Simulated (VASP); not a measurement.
Write the native input for VASP 6.6.1 that does the following.

```
Task                   : single point
Functional             : PBEsol
Potentials or basis    : VASP PAW PBE potentials, release 64 (Ge_d)
Cutoff                 : 520 eV
k mesh                 : 12 × 12 × 8
Occupations            : gaussian, width 0.15 eV
Spin                   : no spin polarisation
Dipole correction      : no
Further INCAR settings : ALGO = Normal; EDIFF = 1e-06; NBANDS = 36
```

The structure of Ge lies in POSCAR:

```
Ge
1.0
    3.9969678618      0.0000000000      0.0000000000
   -1.9984839309      3.4614757064      0.0000000000
    0.0000000000      0.0000000000      6.5963651449
Ge
4
Direct
    0.6666666667      0.3333333333      0.0856516530
    0.3333333333      0.6666666667      0.5629118567
    0.6666666667      0.3333333333      0.4370881433
    0.3333333333      0.6666666667      0.9370881433
```

This cell differs from its parent crystal: atom 1 (Ge) moved +0.150 Å along Cartesian [0 0 1].

One way to write it, as run:

INCAR

```
SYSTEM = Ge
PREC     = Accurate       ! precision mode
ENCUT    = 520            ! plane-wave cutoff, eV
EDIFF    = 1E-6           ! SCF threshold, eV
ISMEAR   = 0              ! smearing method
SIGMA    = 0.15           ! smearing width, eV
LREAL    = .FALSE.        ! projectors in reciprocal space
LASPH    = .TRUE.         ! aspherical terms in the spheres
NELM     = 60             ! most SCF steps
ALGO     = Normal         ! electronic algorithm
ISIF     = 2              ! what is computed and relaxed
LWAVE    = .FALSE.        ! write WAVECAR
LCHARG   = .FALSE.        ! write CHGCAR
GGA      = PS             ! functional
NBANDS   = 36             ! bands
```

KPOINTS

```
Automatic mesh
0
G
  12 12 8
  0 0 0
```

Potentials or basis: VASP PAW PBE potentials, release 64 (Ge_d).

Command:

```console
$ cat potpaw_PBE.64/Ge_d/POTCAR > POTCAR
$ mpirun -np 1 vasp_std > vasp.out
```

It gave:

```yaml
Pressure: 0.2 GPa
Largest_force: 2.160 eV/Å
Band_gap_on_the_k_mesh: zero (bands 28 and 29 overlap by 0.16 eV)
```

Caveat: the cell differs from its parent crystal (atom 1 (Ge) moved +0.150 Å along Cartesian [0 0 1]); semilocal functionals underestimate gaps, and a narrow one can read as zero; the PAW data sets were made with another functional, which shifts forces and pressure a little.

Wall time 13 min on 1 thread of Intel Xeon 8259CL, on a shared host, peak memory 0.41 GiB.
